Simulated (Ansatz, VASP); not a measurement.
**Two plane-wave programs on Te2Mo**

File INCAR:

```
SYSTEM = Te2Mo
ALGO     = Normal         ! electronic algorithm
EDIFF    = 1E-6           ! SCF threshold, eV
ENCUT    = 520            ! plane-wave cutoff, eV
ISIF     = 2              ! what is computed and relaxed
ISMEAR   = 0              ! smearing method
LASPH    = .True.         ! aspherical terms in the spheres
LCHARG   = .True.         ! write CHGCAR
LELF     = .True.         ! ELF
LREAL    = .False.        ! projectors in reciprocal space
LVHAR    = .True.       
LWAVE    = .False.        ! write WAVECAR
NBANDS   = 35             ! bands
NELM     = 80             ! most SCF steps
PREC     = Accurate       ! precision mode
SIGMA    = 0.01           ! smearing width, eV
```

The input KPOINTS:

```
k-points
0
Gamma
  12 12 2
  0 0 0
```

Contents of POSCAR:

```
Te2Mo
1.0
    3.5603917377      0.0000000000      0.0000000000
   -1.7801958688      3.0833896922      0.0000000000
    0.0000000000      0.0000000000     24.8112624000
Te Mo
4 2
Direct
    0.3333333333      0.6666666667      0.2236394800
    0.6666666667      0.3333333333      0.9206288600
    0.6666666667      0.3333333333      0.7763605200
    0.3333333333      0.6666666667      0.0793711400
    0.6666666667      0.3333333333      0.1515414900
    0.3333333333      0.6666666667      0.8484585100
```

File input.yaml:

```yaml
crystal:
  lattice:
    - [3.5603917377, 0.0, 0.0]
    - [-1.7801958688, 3.0833896922, 0.0]
    - [0.0, 0.0, 24.8112624]
  atoms:
    - { symbol: Te, position: [0.3333333333, 0.6666666667, 0.22363948] }
    - { symbol: Te, position: [0.6666666667, 0.3333333333, 0.92062886] }
    - { symbol: Te, position: [0.6666666667, 0.3333333333, 0.77636052] }
    - { symbol: Te, position: [0.3333333333, 0.6666666667, 0.07937114] }
    - { symbol: Mo, position: [0.6666666667, 0.3333333333, 0.15154149] }
    - { symbol: Mo, position: [0.3333333333, 0.6666666667, 0.84845851] }
kpoints:
  mp_grid: { grid: [12, 12, 2] }
  band_path:
    path:
      - [0.0, 0.0, 0.0]
      - [0.5, 0.0, 0.0]
      - [0.3333333333, 0.3333333333, 0.0]
      - [0.0, 0.0, 0.5]
      - [0.5, 0.0, 0.5]
      - [0.3333333333, 0.3333333333, 0.5]
    npoints: 1
hamiltonian:
  xc: lda
scf:
  occupations: { method: fixed }
  n_extra_bands: 5
output:
  forces: true
  stress: true
  eigenvalues: true
```

Alike in both runs: functional LDA; k mesh 12 × 12 × 2; no spin polarisation.

|  | VASP | Ansatz |
| --- | --- | --- |
| version | VASP 6.6.1 | Ansatz 0.2.0 |
| potentials or method | VASP PAW LDA potentials, release 64 (Te, Mo_sv) | Ansatz PAW |
| plane-wave cutoff (eV) | 520 | 420 |
| occupations | gaussian, width 0.01 eV | fixed |
| valence electrons in the cell | 52 | 92 |
| task | single point | band structure |

|  | VASP | Ansatz | Ansatz less VASP |
| --- | --- | --- | --- |
| gap on the k mesh at the Fermi level (eV) | 1.02 | 1.02 | 0.000 |
| least direct gap on the mesh (eV) | 1.02 | 1.02 | 0.000 |
| rms of the force components (eV/Å) | 0.147 | 0.172 | +0.0244 |

LDA's correlation is that of Perdew and Zunger in VASP and of Perdew and Wang (1992) in Ansatz. Atom by atom the forces differ by 0.025 eV/Å (rms over components). VASP's potentials hold 52 valence electrons a cell and Ansatz's 92, so a difference there can come from the potentials and not from the codes.

Spin-orbit coupling is off throughout.
